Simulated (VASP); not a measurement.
# Ge (Fm-3m) in VASP: further runs

Runs on Ge. Level: RPBE. Tasks: single point.

All numbers are computed with VASP 6.6.1; they aren't measurements. Logs are shortened: lines on timing, memory, paths and dates and some standing lists are left out, and cuts for length are marked.

**1. The cell of the first run**

Symmetry: Fm-3m, No. 225, cubic system. The conventional cell has a = 4.256 Å, b = 4.256 Å, c = 4.256 Å, α = 90.00°, β = 90.00°, γ = 90.00°. Within 4.0 Å of Ge (site symmetry m-3m) lie 12 Ge at 3.01 Å.

**2. Single point, RPBE (volume scaled by 0.96)**

File INCAR:

```
SYSTEM = Ge
ALGO = Normal
EDIFF = 1E-6
ENCUT = 520
GGA = RP
ISIF = 2
ISMEAR = -1
LASPH = .True.
LCHARG = .False.
LREAL = .False.
LWAVE = .False.
NBANDS = 13
NELM = 80
PREC = Accurate
SIGMA = 0.1
```

File KPOINTS:

```
k-points
0
Gamma
  14 14 14
  0 0 0
```

File POSCAR:

```
Ge
1.0
    0.0000000000      2.1279136053      2.1279136053
    2.1279136053      0.0000000000      2.1279136053
    2.1279136053      2.1279136053      0.0000000000
Ge
1
Direct
    0.0000000000      0.0000000000      0.0000000000
```

Potentials or basis: VASP PAW PBE potentials, release 64 (Ge_d).

Run with:

```
$ cat potpaw_PBE.64/Ge_d/POTCAR > POTCAR
$ mpirun -np 1 vasp_std > vasp.out
```

OUTCAR:

```text
SYSTEM = Ge
   EDIFF = 1E-6
   ENCUT = 520
   GGA = RP
   ISIF = 2
   ISMEAR = -1
   LASPH = .True.
   LREAL = .False.
   NELM = 80
   PREC = Accurate

 ion  position               nearest neighbor table
   1  0.000  0.000  0.000-

  LATTYP: Found a face centered cubic cell.
 ALAT       =     4.2558272106

  Lattice vectors:

 A1 = (   0.0000000000,   2.1279136053,   2.1279136053)
 A2 = (   2.1279136053,   0.0000000000,   2.1279136053)
 A3 = (   2.1279136053,   2.1279136053,   0.0000000000)

Analysis of symmetry for initial positions (statically):
=====================================================================
 Subroutine PRICEL returns:
 Original cell was already a primitive cell.

 Routine SETGRP: Setting up the symmetry group for a
 face centered cubic supercell.

 Subroutine GETGRP returns: Found 48 space group operations
 (whereof 48 operations were pure point group operations)
 out of a pool of 48 trial point group operations.

The static configuration has the point symmetry O_h .

Analysis of symmetry for dynamics (positions and initial velocities):
=====================================================================
 Subroutine PRICEL returns:
 Original cell was already a primitive cell.

 Routine SETGRP: Setting up the symmetry group for a
 face centered cubic supercell.

 Subroutine GETGRP returns: Found 48 space group operations
 (whereof 48 operations were pure point group operations)
 out of a pool of 48 trial point group operations.

The dynamic configuration has the point symmetry O_h .

 Subroutine INISYM returns: Found 48 space group operations
 (whereof 48 operations are pure point group operations),
 and found     1 'primitive' translations

----------------------------------------------------------------------------------------

                                     Primitive cell

  volume of cell :      19.2705

  direct lattice vectors                    reciprocal lattice vectors
     0.000000000  2.127913605  2.127913605    -0.234971946  0.234971946  0.234971946
     2.127913605  0.000000000  2.127913605     0.234971946 -0.234971946  0.234971946
     2.127913605  2.127913605  0.000000000     0.234971946  0.234971946 -0.234971946

  length of vectors
     3.009324280  3.009324280  3.009324280     0.406983348  0.406983348  0.406983348

  position of ions in fractional coordinates (direct lattice)
     0.000000000  0.000000000  0.000000000

  ion indices of the primitive-cell ions
   primitive index   ion index
                 1           1

----------------------------------------------------------------------------------------

 KPOINTS: k-points

Automatic generation of k-mesh.
 Grid dimensions read from file:
 generate k-points for:   14   14   14

 Generating k-lattice:

  Cartesian coordinates                     Fractional coordinates (reciprocal lattice)
    -0.016783710  0.016783710  0.016783710     0.071428571  0.000000000  0.000000000
     0.016783710 -0.016783710  0.016783710     0.000000000  0.071428571  0.000000000
     0.016783710  0.016783710 -0.016783710     0.000000000  0.000000000  0.071428571

  Length of vectors
     0.029070239  0.029070239  0.029070239

  Shift w.r.t. Gamma in fractional coordinates (k-lattice)
     0.000000000  0.000000000  0.000000000

 Subroutine IBZKPT returns following result:
 ===========================================

 Found    104 irreducible k-points:

 Following reciprocal coordinates:
            Coordinates               Weight
  0.000000  0.000000  0.000000      1.000000
  0.071429  0.000000  0.000000      8.000000
  0.142857  0.000000  0.000000      8.000000
  0.214286  0.000000  0.000000      8.000000
  0.285714  0.000000  0.000000      8.000000
  0.357143  0.000000  0.000000      8.000000
[... 16 lines left out ...]
  0.214286  0.142857  0.000000     24.000000
  0.285714  0.142857  0.000000     24.000000
 [... further k-points ...]
   k-points           NKPTS =    104   k-points in BZ     NKDIM =    104   number of bands    NBANDS=     13
   number of dos      NEDOS =    301   number of ions     NIONS =      1
   total plane-waves  NPLWV =  13824
   dimension x,y,z NGX =    24 NGY =   24 NGZ =   24
   dimension x,y,z NGXF=    48 NGYF=   48 NGZF=   48
   ions per type =               1
   NGX,Y,Z   is equivalent  to a cutoff of  13.26, 13.26, 13.26 a.u.
   NGXF,Y,Z  is equivalent  to a cutoff of  26.52, 26.52, 26.52 a.u.
 SYSTEM =  Ge
   PREC   = accura    normal or accurate (medium, high low for compatibility)
   ISTART =      0    job   : 0-new  1-cont  2-samecut
   ICHARG =      2    charge: 1-file 2-atom 10-const
   ISPIN  =      1    spin polarized calculation?
   LNONCOLLINEAR =      F non collinear calculations
   LSORBIT =      F    spin-orbit coupling
   LASPH  =      T    aspherical Exc in radial PAW
   ENCUT  =  520.0 eV  38.22 Ry    6.18 a.u.   5.60  5.60  5.60*2*pi/ulx,y,z
   NELM   =     80;   NELMIN=  2; NELMDL= -5     # of ELM steps
[... 16 lines left out ...]
   EFERMI_NEDOS =   21; number of points for ismear=-14 and -15
   IALGO  =     38    algorithm
   IMIX   =      4    mixing-type and parameters
     AMIX     =   0.40;   BMIX     =  1.00
     AMIX_MAG =   1.60;   BMIX_MAG =  1.00
  volume/ion in A,a.u.               =      19.27       130.04
  Fermi-wavevector in a.u.,A,eV,Ry     =   1.471703  2.781115 29.468992  2.165910
  Thomas-Fermi vector in A             =   2.586807
   LORBIT       =      0    0 simple, 1 ext, 2 COOP (PROOUT), +10 PAW based schemes
   GGA     = RP    functional components
   LHFCALC =     F    Hartree Fock is set to
   AEXX    =    0.0000 exact exchange contribution
   IVDW    =     0    specifies the selected vdW correction
   LEPSILON=     F    determine dielectric tensor
   LRPA    =     F    only Hartree local field effects (RPA)
 non-spin polarized calculation
  energy-cutoff  :      520.00
  volume of cell :       19.27
 maximum number of plane-waves:       533
   NGX = 11   NGY = 11   NGZ = 11

 number of electron      14.0000010 magnetization

 Free energy of the ion-electron system (eV)
  ---------------------------------------------------
  ext. energy  EPLUGINS =         0.00000000
  ---------------------------------------------------
  free energy    TOTEN  =        -3.82356404 eV

  energy without entropy =       -3.80428896  energy(sigma->0) =       -3.81392650

 E-fermi :   6.7824     XC(G=0): -11.0879

 val. band max:        6.7723754178   @ k =   0.3571   0.3571   0.0000
 cond. band min:       6.8001530094   @ k =   0.4286   0.2857   0.0714
 fundamental gap:      0.0277775916
 Fermi energy:         6.7824250777

 k-point     1 :       0.0000    0.0000    0.0000
  band No.  band energies     occupation
      1     -18.0920      2.00000
      2     -18.0920      2.00000
      3     -18.0920      2.00000
      4     -18.0465      2.00000
      5     -18.0465      2.00000
      6      -6.3012      2.00000
      7      15.5424      0.00000
      8      15.5424      0.00000
      9      15.5424      0.00000
     10      20.5754      0.00000
     11      20.5754      0.00000
     12      20.5754      0.00000
     13      21.6417      0.00000

 k-point     2 :       0.0714    0.0000    0.0000
  band No.  band energies     occupation
      1     -18.0919      2.00000
      2     -18.0895      2.00000
      3     -18.0895      2.00000
      4     -18.0466      2.00000
      5     -18.0466      2.00000
      6      -6.1758      2.00000
      7      14.2966      0.00000
      8      15.3475      0.00000
      9      15.3475      0.00000
     10      19.8005      0.00000
     11      20.9200      0.00000
     12      20.9200      0.00000
     13      23.3217      0.00000

 k-point     3 :       0.1429    0.0000    0.0000
  band No.  band energies     occupation
      1     -18.0916      2.00000
      2     -18.0838      2.00000
      3     -18.0838      2.00000
      4     -18.0456      2.00000
      5     -18.0456      2.00000
      6      -5.7999      2.00000
      7      11.8186      0.00000
      8      14.9054      0.00000
      9      14.9054      0.00000
     10      19.2157      0.00000
     11      21.6346      0.00000
     12      21.6346      0.00000
     13      24.2936      0.00000
[... 305 lines left out ...]
 k-point    23 :       0.2143    0.1429    0.0000
  band No.  band energies     occupation
      1     -18.1048      2.00000
      2     -18.0682      2.00000
      3     -18.0657      2.00000
      4     -18.0579      2.00000
      5     -18.0335      2.00000
      6      -5.1736      2.00000
      7      11.1318      0.00000
      8      12.7181      0.00000
      9      13.3954      0.00000
     10      17.1355      0.00000
     11      19.0316      0.00000
     12      24.0294      0.00000
     13      24.6376      0.00000

 k-point    24 :       0.2857    0.1429    0.0000
  band No.  band energies     occupation
      1     -18.1044      2.00000
      2     -18.0725      2.00000
      3     -18.0633      2.00000
      4     -18.0484      2.00000
      5     -18.0233      2.00000
      6      -4.4669      2.00000
      7       8.6288      0.00000
      8      12.2582      0.00000
      9      12.7881      0.00000
     10      17.0505      0.00000
     11      19.2310      0.00000
     12      23.8195      0.00000
     13      24.2387      0.00000

 [... further k-points ...]
[... 5 lines left out ...]
  --------------------------------------------------------------------------------------
  -------------------------------------------------------------------------------------
  Total        0.3248654      0.3248654      0.3248654     -0.0000000     -0.0000000      0.0000000
  in kB       27.0098407     27.0098407     27.0098407     -0.0000000     -0.0000000      0.0000000
  external PRESSURE =      27.0098407 kB  Pullay stress =       0.0000000 kB

 VOLUME and BASIS-vectors are now :
 -----------------------------------------------------------------------------
  energy-cutoff  :      520.00
  volume of cell :       19.27
      direct lattice vectors                 reciprocal lattice vectors
     0.000000000  2.127913605  2.127913605    -0.234971946  0.234971946  0.234971946
     2.127913605  0.000000000  2.127913605     0.234971946 -0.234971946  0.234971946
     2.127913605  2.127913605  0.000000000     0.234971946  0.234971946 -0.234971946

 POSITION                                       TOTAL-FORCE (eV/Angst)
 -----------------------------------------------------------------------------------
      0.00000      0.00000      0.00000        -0.000000      0.000000     -0.000000
 -----------------------------------------------------------------------------------
    total drift:                               -0.000000      0.000000      0.000000

  FREE ENERGIE OF THE ION-ELECTRON SYSTEM (eV)
  ---------------------------------------------------
  free  energy   TOTEN  =        -3.8235640391 eV

  energy  without entropy=       -3.8042889589  energy(sigma->0) =       -3.81392650
```

It took 7.9 s on 1 thread of Intel Xeon 6975P-C (Granite Rapids), shared host; peak memory 0.15 GiB.

Results:

```
Free energy            : -3.8236 eV
Pressure               : 2.7 GPa
Band gap on the k mesh : zero (band 7 reaches 15.54 eV, above the bottom of band 8 at 4.41 eV)
```

Caveat: the cell differs from its parent crystal (volume scaled by 0.96); the PAW data sets were made with another functional, which shifts forces and pressure a little.

**3. Single point, RPBE**

This run uses another cell than the first one, of 20.07 Å³/atom, 1.042 times its volume.

File INCAR:

```
  PREC = Accurate
  ENCUT = 520
  EDIFF = 1E-6
  ISMEAR = -1
  SIGMA = 0.1
  LREAL = F
  LASPH = T
  NELM = 100
  ALGO = Normal
  ISIF = 2
  LWAVE = F
  LCHARG = T
  GGA = RP
  LELF = T
  LVHAR = T
  NBANDS = 13
```

File KPOINTS:

```
Automatic mesh
0
Gamma
  14 14 14
```

File POSCAR:

```
Ge
1.0
    0.0000000000      2.1570667295      2.1570667295
    2.1570667295      0.0000000000      2.1570667295
    2.1570667295      2.1570667295      0.0000000000
Ge
1
Direct
    0.0000000000      0.0000000000      0.0000000000
```

Potentials or basis: VASP PAW PBE potentials, release 64 (Ge_d).

Run with:

```
$ cat potpaw_PBE.64/Ge_d/POTCAR > POTCAR
$ mpirun -np 1 vasp_std > vasp.out
```

Run time: 8.4 s. Hardware: 1 thread of Intel Xeon 6975P-C (Granite Rapids), shared host; peak memory 0.15 GiB.

It converged, with:

```
Free energy            : -3.8313 eV
Pressure               : 0.1 GPa
Band gap on the k mesh : zero (band 7 reaches 14.73 eV, above the bottom of band 8 at 4.10 eV)
```

Levels at points of the mesh, in eV from the Fermi level:
```csv
k point,band 4,band 5,band 6,band 7,band 8,band 9,band 10,band 11
"(0.00, 0.00, 0.00)",-24.82,-24.82,-12.75,8.38,8.38,8.38,13.54,13.54
"(0.50, 0.00, 0.00)",-24.78,-24.78,-7.83,-5.28,6.44,6.44,11.47,12.28
"(0.50, 0.50, 0.00)",-24.77,-24.77,-5.68,-4.09,2.47,2.47,6.13,6.51
```

Caveat: the PAW data sets were made with another functional, which shifts forces and pressure a little.

**4. Single point, RPBE (volume scaled by 1.04)**

File INCAR:

```
SYSTEM = Ge
ALGO = Normal
EDIFF = 1E-7
ENCUT = 520
GGA = RP
ISIF = 2
ISMEAR = -1
LASPH = .True.
LCHARG = .False.
LREAL = .False.
LWAVE = .False.
NBANDS = 13
NELM = 100
PREC = Accurate
SIGMA = 0.1
```

File KPOINTS:

```
k-points
0
Gamma
  14 14 14
  0 0 0
```

File POSCAR:

```
Ge
1.0
    0.0000000000      2.1854524416      2.1854524416
    2.1854524416      0.0000000000      2.1854524416
    2.1854524416      2.1854524416      0.0000000000
Ge
1
Direct
    0.0000000000      0.0000000000      0.0000000000
```

Run with:

```
$ cat potpaw_PBE.64/Ge_d/POTCAR > POTCAR
$ mpirun -np 1 vasp_std > vasp.out
```

It took 8.9 s on 1 thread of Intel Xeon 6975P-C (Granite Rapids), shared host; peak memory 0.15 GiB.

The run converged. Its results:

* Free energy: -3.8273 eV
* Pressure: -1.9 GPa
* Band gap on the k mesh: zero (band 7 reaches 13.97 eV, above the bottom of band 8 at 3.82 eV)

Levels at points of the mesh, in eV from the Fermi level:
```tsv
k point	band 3	band 4	band 5	band 6	band 7	band 8	band 9	band 10	band 11	band 12
(0.00, 0.00, 0.00)	-24.85	-24.82	-24.82	-12.44	8.02	8.02	8.02	13.30	13.30	13.30
(0.50, 0.00, 0.00)	-24.85	-24.78	-24.78	-7.76	-5.05	6.18	6.18	11.09	12.09	12.09
(0.50, 0.50, 0.00)	-24.79	-24.77	-24.77	-5.73	-3.91	2.40	2.40	6.01	6.47	26.23
```

Caveat: the cell differs from its parent crystal (volume scaled by 1.04); the PAW data sets were made with another functional, which shifts forces and pressure a little.

**5. Single point, RPBE (volume scaled by 1.08)**

File INCAR:

```
SYSTEM = Ge
ALGO     = Normal         ! electronic algorithm
EDIFF    = 1E-6           ! SCF threshold, eV
ENCUT    = 520            ! plane-wave cutoff, eV
GGA      = RP             ! functional
ISIF     = 2              ! what is computed and relaxed
ISMEAR   = -1             ! smearing method
LASPH    = .TRUE.         ! aspherical terms in the spheres
LCHARG   = .FALSE.        ! write CHGCAR
LREAL    = .FALSE.        ! projectors in reciprocal space
LWAVE    = .FALSE.        ! write WAVECAR
NBANDS   = 13             ! bands
NELM     = 100            ! most SCF steps
PREC     = Accurate       ! precision mode
SIGMA    = 0.1            ! smearing width, eV
```

File KPOINTS:

```
k-points
0
G
  14 14 14
  0 0 0
```

File POSCAR:

```
Ge
1.0
    0.0000000000      2.2131193336      2.2131193336
    2.2131193336      0.0000000000      2.2131193336
    2.2131193336      2.2131193336      0.0000000000
Ge
1
Direct
    0.0000000000      0.0000000000      0.0000000000
```

Run with:

```
$ cat potpaw_PBE.64/Ge_d/POTCAR > POTCAR
$ mpirun -np 1 vasp_std > vasp.out
```

Run time: 8.6 s. Hardware: 1 thread of Intel Xeon 6975P-C (Granite Rapids), shared host; peak memory 0.15 GiB.

The run converged. Its results:

```
Free energy            : -3.8136 eV
Pressure               : -3.7 GPa
Band gap on the k mesh : zero (band 7 reaches 13.27 eV, above the bottom of band 8 at 3.55 eV)
```

Levels at points of the mesh, in eV from the Fermi level:
| k point | band 3 | band 4 | band 5 | band 6 | band 7 | band 8 | band 9 | band 10 | band 11 | band 12 |
| --- | --- | --- | --- | --- | --- | --- | --- | --- | --- | --- |
| (0.00, 0.00, 0.00) | -24.85 | -24.82 | -24.82 | -12.16 | 7.69 | 7.69 | 7.69 | 13.07 | 13.07 | 13.07 |
| (0.50, 0.00, 0.00) | -24.85 | -24.79 | -24.79 | -7.70 | -4.84 | 5.93 | 5.93 | 10.75 | 11.90 | 11.90 |
| (0.50, 0.50, 0.00) | -24.79 | -24.78 | -24.78 | -5.78 | -3.74 | 2.33 | 2.33 | 5.91 | 6.44 | 25.55 |

Caveat: the cell differs from its parent crystal (volume scaled by 1.08); the PAW data sets were made with another functional, which shifts forces and pressure a little.

**6. Single point, RPBE (volume scaled by 1.12)**

File INCAR:

```
PREC = Accurate ; ENCUT = 520
EDIFF = 1E-6 ; ISMEAR = -1
SIGMA = 0.1 ; LREAL = F
LASPH = T ; NELM = 80
ALGO = Normal ; ISIF = 2
LWAVE = F ; LCHARG = T
GGA = RP ; LELF = T
LVHAR = T ; NBANDS = 13
```

File KPOINTS:

```
Automatic mesh
0
Gamma
  14 14 14
```

File POSCAR:

```
Ge
1.0
    0.0000000000      2.2401112540      2.2401112540
    2.2401112540      0.0000000000      2.2401112540
    2.2401112540      2.2401112540      0.0000000000
Ge
1
Direct
    0.0000000000      0.0000000000      0.0000000000
```

Potentials or basis: VASP PAW PBE potentials, release 64 (Ge_d).

Run with:

```
$ cat potpaw_PBE.64/Ge_d/POTCAR > POTCAR
$ mpirun -np 1 vasp_std > vasp.out
```

Run time: 8.7 s. Hardware: 1 thread of Intel Xeon 6975P-C (Granite Rapids), shared host; peak memory 0.15 GiB.

Results (log left out):

| Item | Value |
| --- | --- |
| Free energy | -3.7921 eV |
| Pressure | -5.1 GPa |
| Band gap on the k mesh | zero (band 7 reaches 12.62 eV, above the bottom of band 8 at 3.31 eV) |

Levels at points of the mesh, in eV from the Fermi level:
| k point | band 3 | band 4 | band 5 | band 6 | band 7 | band 8 | band 9 | band 10 | band 11 | band 12 |
| --- | --- | --- | --- | --- | --- | --- | --- | --- | --- | --- |
| (0.00, 0.00, 0.00) | -24.85 | -24.83 | -24.83 | -11.89 | 7.37 | 7.38 | 7.38 | 12.86 | 12.86 | 12.86 |
| (0.50, 0.00, 0.00) | -24.85 | -24.80 | -24.80 | -7.65 | -4.64 | 5.71 | 5.71 | 10.43 | 11.73 | 11.73 |
| (0.50, 0.50, 0.00) | -24.80 | -24.79 | -24.79 | -5.83 | -3.59 | 2.27 | 2.27 | 5.82 | 6.41 | 24.92 |

Caveat: the cell differs from its parent crystal (volume scaled by 1.12); the PAW data sets were made with another functional, which shifts forces and pressure a little.

**7. Single point, RPBE**

This run uses another cell than the first one, of 20.07 Å³/atom, 1.042 times its volume.

File INCAR:

```
SYSTEM = Ge
ALGO = Normal
EDIFF = 1E-6
ENCUT = 520
GGA = RP
ISIF = 2
ISMEAR = -1
LASPH = .True.
LCHARG = .True.
LELF = .True.
LREAL = .False.
LVHAR = .True.
LWAVE = .False.
NBANDS = 13
NELM = 60
PREC = Accurate
SIGMA = 0.1
```

File KPOINTS:

```
k-points
0
Gamma
  21 21 21
  0 0 0
```

File POSCAR:

```
Ge
1.0
    0.0000000000      2.1570667295      2.1570667295
    2.1570667295      0.0000000000      2.1570667295
    2.1570667295      2.1570667295      0.0000000000
Ge
1
Direct
    0.0000000000      0.0000000000      0.0000000000
```

Run with:

```
$ cat potpaw_PBE.64/Ge_d/POTCAR > POTCAR
$ mpirun -np 1 vasp_std > vasp.out
```

Run time: 19 s. Hardware: 1 thread of Intel Xeon 6975P-C (Granite Rapids), shared host; peak memory 0.19 GiB.

Results (log left out):

```yaml
Free_energy: -3.8337 eV
Pressure: -0.1 GPa
Band_gap_on_the_k_mesh: zero (band 7 reaches 14.73 eV, above the bottom of band 8 at 4.12 eV)
```

Levels at points of the mesh, in eV from the Fermi level:
```csv
k point,band 3,band 4,band 5,band 6,band 7,band 8,band 9,band 10,band 11,band 12
"(0.00, 0.00, 0.00)",-24.86,-24.82,-24.82,-12.75,8.38,8.38,8.38,13.54,13.54,13.54
```

Caveat: the PAW data sets were made with another functional, which shifts forces and pressure a little.

**8. Summary**

```csv
cell,k mesh,gap on the mesh (eV),pressure (GPa)
"a = 3.009 Å, angles 60.0°, 1 atom",14 × 14 × 14,none,2.7
"a = 3.051 Å, angles 60.0°, 1 atom",14 × 14 × 14,none,0.1
"a = 3.091 Å, angles 60.0°, 1 atom",14 × 14 × 14,none,-1.9
"a = 3.130 Å, angles 60.0°, 1 atom",14 × 14 × 14,none,-3.7
"a = 3.168 Å, angles 60.0°, 1 atom",14 × 14 × 14,none,-5.1
"a = 3.051 Å, angles 60.0°, 1 atom",21 × 21 × 21,none,-0.1
```

Alike in all rows: task single point; level RPBE; potentials or basis VASP PAW PBE potentials, release 64 (Ge_d); no spin polarisation; cutoff (eV) 520; smearing fermi-dirac 0.1 eV.

Caveats: the PAW data sets were made with another functional, which shifts forces and pressure a little.

Total energies depend on the potentials used, so only differences within one code and one set of settings carry meaning.
